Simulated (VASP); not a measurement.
# SnTe (Fm-3m) in VASP: notebook, part 2 of 2

VASP 6.6.1. Earlier steps stand in the parts before.

**4. Electric field gradients, LDA (volume scaled by 1.02)**

File INCAR:

```
ALGO = Normal
EDIFF = 1E-8
ENCUT = 520
GGA = CA
ISIF = 2
ISMEAR = -1
LASPH = T
LCHARG = F
LEFG = T
LREAL = F
LWAVE = F
NBANDS = 17
NELM = 60
PREC = Accurate
SIGMA = 0.08
```

File KPOINTS:

```
k-points
0
Gamma
  11 11 11
```

File POSCAR:

```
SnTe
1.0
    0.0000000000      3.1774045827      3.1774045827
    3.1774045827      0.0000000000      3.1774045827
    3.1774045827      3.1774045827      0.0000000000
Sn Te
1 1
Direct
    0.0000000000      0.0000000000      0.0000000000
    0.5000000000      0.5000000000      0.5000000000
```

Potentials or basis: VASP PAW LDA potentials, release 64 (Sn_d, Te).

Command:

```bash
$ cat potpaw_LDA.64/Sn_d/POTCAR potpaw_LDA.64/Te/POTCAR > POTCAR
$ mpirun -np 1 vasp_std > vasp.out
```

OUTCAR:

```text
EDIFF = 1E-8
   ENCUT = 520
   GGA = CA
   ISIF = 2
   ISMEAR = -1
   LASPH = T
   LREAL = F
   NELM = 60
   PREC = Accurate

 ion  position               nearest neighbor table
   1  0.000  0.000  0.000-   2 3.18   2 3.18   2 3.18   2 3.18   2 3.18   2 3.18
   2  0.500  0.500  0.500-   1 3.18   1 3.18   1 3.18   1 3.18   1 3.18   1 3.18

  LATTYP: Found a face centered cubic cell.
 ALAT       =     6.3548091654

  Lattice vectors:

 A1 = (   0.0000000000,   3.1774045827,   3.1774045827)
 A2 = (   3.1774045827,   0.0000000000,   3.1774045827)
 A3 = (   3.1774045827,   3.1774045827,   0.0000000000)

Analysis of symmetry for initial positions (statically):
=====================================================================
 Subroutine PRICEL returns:
 Original cell was already a primitive cell.

 Routine SETGRP: Setting up the symmetry group for a
 face centered cubic supercell.

 Subroutine GETGRP returns: Found 48 space group operations
[... 667 lines left out ...]
  volume of cell :       64.16
      direct lattice vectors                 reciprocal lattice vectors
     0.000000000  3.177404583  3.177404583    -0.157361138  0.157361138  0.157361138
     3.177404583  0.000000000  3.177404583     0.157361138 -0.157361138  0.157361138
     3.177404583  3.177404583  0.000000000     0.157361138  0.157361138 -0.157361138

 POSITION                                       TOTAL-FORCE (eV/Angst)
 -----------------------------------------------------------------------------------
      0.00000      0.00000      0.00000         0.000000      0.000000     -0.000000
      3.17740      3.17740      3.17740         0.000000      0.000000      0.000000
 -----------------------------------------------------------------------------------
    total drift:                               -0.000000      0.000000      0.000000

  FREE ENERGIE OF THE ION-ELECTRON SYSTEM (eV)
  ---------------------------------------------------
  free  energy   TOTEN  =        -8.8057479929 eV

  energy  without entropy=       -8.8042121632  energy(sigma->0) =       -8.80498008

 Electric field gradients (V/A^2)
---------------------------------------------------------------------
 ion       V_xx      V_yy      V_zz      V_xy      V_xz      V_yz
---------------------------------------------------------------------
   1      -0.000    -0.000    -0.000    -0.002    -0.002    -0.002
   2      -0.000    -0.000    -0.000    -0.000    -0.000    -0.000
---------------------------------------------------------------------

 Electric field gradients after diagonalization (V/A^2)
 (convention: |V_zz| > |V_xx| > |V_yy|)
----------------------------------------------------------------------
 ion       V_xx      V_yy      V_zz     asymmetry (V_yy - V_xx)/ V_zz
----------------------------------------------------------------------
   1       0.002     0.002    -0.004       0.000
   2       0.000     0.000    -0.000       0.000
----------------------------------------------------------------------

           NMR quadrupolar parameters

 Cq : quadrupolar parameter    Cq=e*Q*V_zz/h
 eta: asymmetry parameters     (V_yy - V_xx)/ V_zz
 Q  : nuclear electric quadrupole moment in mb (millibarn)
----------------------------------------------------------------------
 ion       Cq(MHz)       eta       Q (mb)
----------------------------------------------------------------------
   1      -0.000       0.000       1.000
   2      -0.000       0.000       1.000
----------------------------------------------------------------------
```

OSZICAR:

```text
N       E                     dE             d eps       ncg     rms          rms(c)
DAV:   1     0.127193732983E+03    0.12719E+03   -0.95061E+03  1923   0.136E+03
DAV:   2     0.326098702576E+01   -0.12393E+03   -0.12030E+03  2049   0.334E+02
DAV:   3    -0.851963533950E+01   -0.11781E+02   -0.11702E+02  2380   0.912E+01
DAV:   4    -0.886360158656E+01   -0.34397E+00   -0.34371E+00  2214   0.162E+01
DAV:   5    -0.887729798752E+01   -0.13696E-01   -0.13696E-01  2770   0.314E+00    0.427E+00
DAV:   6    -0.881077596507E+01    0.66522E-01   -0.14327E-01  2643   0.250E+00    0.271E+00
DAV:   7    -0.880657194994E+01    0.42040E-02   -0.44404E-02  2436   0.101E+00    0.814E-01
DAV:   8    -0.880576947624E+01    0.80247E-03   -0.63297E-03  2446   0.619E-01    0.138E-01
DAV:   9    -0.880576784139E+01    0.16349E-05   -0.73890E-04  2755   0.217E-01    0.403E-02
DAV:  10    -0.880575056186E+01    0.17280E-04   -0.58591E-05  2507   0.589E-02    0.281E-02
DAV:  11    -0.880574800515E+01    0.25567E-05   -0.32027E-05  2547   0.380E-02    0.205E-02
DAV:  12    -0.880574807974E+01   -0.74585E-07   -0.24593E-06  2073   0.808E-03    0.139E-02
DAV:  13    -0.880574805674E+01    0.22997E-07   -0.71580E-08  2669   0.167E-03    0.977E-03
DAV:  14    -0.880574799037E+01    0.66365E-07   -0.22611E-07  2541   0.470E-03    0.139E-03
DAV:  15    -0.880574799293E+01   -0.25580E-08   -0.24991E-08  2011   0.819E-04
   1 F= -.88057480E+01 E0= -.88049801E+01  d E =-.153583E-02
```

Wall time 67 s (1 thread of Intel Xeon 6975P-C, shared host); peak memory 0.21 GiB.

Results:

```yaml
Free_energy: -8.8057 eV
Pressure: -2.5 GPa
```

Levels at points of the mesh, in eV from the Fermi level:
```tsv
k point	band 6	band 7	band 8	band 9	band 10	band 11	band 12	band 13	band 14	band 15
(0.00, 0.00, 0.00)	-12.60	-4.86	-2.02	-2.02	-2.02	3.26	3.26	3.26	4.85	4.85
```

Caveat: this odd mesh misses L, where the gap lies, so gap, dielectric constants and Born charges aren't listed; without QUAD_EFG the Cq values of the log hold for a quadrupole moment of 1 mb, not for the nuclei; spin-orbit coupling is left out, which moves the levels of the heavy elements.
